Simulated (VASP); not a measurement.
Rh, 2 atoms in the cell. Symmetry: P6_3/mmc, No. 194, hexagonal system. Conventional cell: a = 2.685 Å, b = 2.685 Å, c = 4.353 Å, α = 90.00°, β = 90.00°, γ = 120.00°. Within 3.5 Å of Rh (site symmetry -6m2) lie 12 Rh at 2.67 to 2.68 Å. 

```yaml
Program: VASP 6.6.1
Task: single point
Functional: LDA
Potentials_or_basis: VASP PAW LDA potentials, release 64 (Rh_pv)
Cutoff: 520 eV
k_mesh: 12 × 12 × 7
Occupations: methfessel-paxton, width 0.1 eV
Spin: no spin polarisation
Dipole_correction: no
Further_INCAR_settings: ALGO = Normal; EDIFF = 1e-06; NBANDS = 22
```

Potentials or basis: VASP PAW LDA potentials, release 64 (Rh_pv).

Command:

```bash
$ cat potpaw_LDA.64/Rh_pv/POTCAR > POTCAR
$ mpirun -np 1 vasp_std > vasp.out
```

Hardware: 1 thread of Intel(R) Xeon(R) Platinum 8488C (Sapphire Rapids) (shared host).

Q: Estimate the wall time of this run.

A: It took 24 s on 1 thread of Intel(R) Xeon(R) Platinum 8488C (Sapphire Rapids), on a shared host, peak memory 0.14 GiB. Counts: scf iterations 11, k points 76.
